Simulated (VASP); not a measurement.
Set up this calculation in VASP 6.6.1, as the native input.

```yaml
Task: single point
Functional: PBE
Potentials_or_basis: VASP PAW PBE potentials, release 64 (Cd, S)
Cutoff: 520 eV
k_mesh: 6 × 6 × 2
Occupations: gaussian, width 0.2 eV
Spin: no spin polarisation
Dipole_correction: no
Further_INCAR_settings: ALGO = Normal; EDIFF = 1e-06; NBANDS = 42
```

The structure of Cd4S3 lies in POSCAR:

```
Cd4S3
1.0
    4.0993760027      0.0000000000      0.0000000000
   -2.0496880014      3.5501637580      0.0000000000
    0.0000000000      0.0000000000     12.7187399907
Cd S
4 3
Direct
    0.0000000000      1.0000000000      0.5558913227
    0.3333333333      0.6666666667      0.8456940291
    0.3333333333      0.6666666667      0.2818060381
    0.0000000000      1.0000000000      0.0056484234
    0.3333333333      0.6666666667      0.4811613029
    0.0000000000      1.0000000000      0.7558533881
    0.0000000000      1.0000000000      0.2075454957
```

These files were run (other wordings do the same):

INCAR

```
PREC = Accurate
ENCUT = 520
EDIFF = 1E-6
ISMEAR = 0
SIGMA = 0.2
LREAL = F
LASPH = T
NELM = 80
ALGO = Normal
ISIF = 2
LWAVE = F
LCHARG = F
GGA = PE
NBANDS = 42
```

KPOINTS

```
Automatic mesh
0
Gamma
  6 6 2
```

Potentials or basis: VASP PAW PBE potentials, release 64 (Cd, S).

Run with:

```bash
$ cat potpaw_PBE.64/Cd/POTCAR potpaw_PBE.64/S/POTCAR > POTCAR
$ mpirun -np 1 vasp_std > vasp.out
```

Results of the run:

| Item | Value |
| --- | --- |
| Pressure | 0.3 GPa |
| Largest force | 0.004 eV/Å |

Wall time 68 s on 1 thread of Intel(R) Xeon(R) 6975P-C (Granite Rapids), on a shared host, peak memory 0.31 GiB.
